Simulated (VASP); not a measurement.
A run of VASP 6.6.1 is set up as follows.

Contents of INCAR:

```
PREC = Accurate
ENCUT = 600
EDIFF = 1E-6
ISMEAR = 0
SIGMA = 0.1
LREAL = False
LASPH = True
NELM = 100
ALGO = Normal
ISIF = 3
LWAVE = False
LCHARG = False
GGA = PE
IBRION = 2
NSW = 100
EDIFFG = -0.01
```

Contents of KPOINTS:

```
Automatic mesh
0
Gamma
  12 12 12
```

Contents of POSCAR:

```
SrHfO
1.0
    3.8172145360      0.0000000000      0.0000000000
    0.0000000000      3.8172145360      0.0000000000
    0.0000000000      0.0000000000      4.2340401984
Sr Hf O
1 1 1
Direct
    0.5000000000      0.5000000000      0.0000000000
    0.0000000000      0.0000000000      0.5000000000
    0.0000000000      0.0000000000      0.0000000000
```

Potentials or basis: VASP PAW PBE potentials, release 64 (Sr_sv, Hf_pv, O).

The run is started by

```console
$ cat potpaw_PBE.64/Sr_sv/POTCAR potpaw_PBE.64/Hf_pv/POTCAR potpaw_PBE.64/O/POTCAR > POTCAR
$ mpirun -np 1 vasp_std > vasp.out
```

Predict the band gap on the k mesh.

zero (bands 13 and 14 overlap by 1.07 eV).

Estimate the relaxed cell.

a = 3.841 Å, b = 3.841 Å, c = 4.204 Å, α = 90.00°, β = 90.00°, γ = 90.00°.

Final structure:
```
Sr Hf O
1.0
     3.84102    0.00000    0.00000
     0.00000    3.84102    0.00000
     0.00000    0.00000    4.20375
Sr Hf O
1 1 1
Direct
  0.50000 0.50000 0.00000
  0.00000 0.00000 0.50000
  0.00000 0.00000 0.00000
```

Caveat: spin-orbit coupling is left out, which moves the levels of the heavy elements.
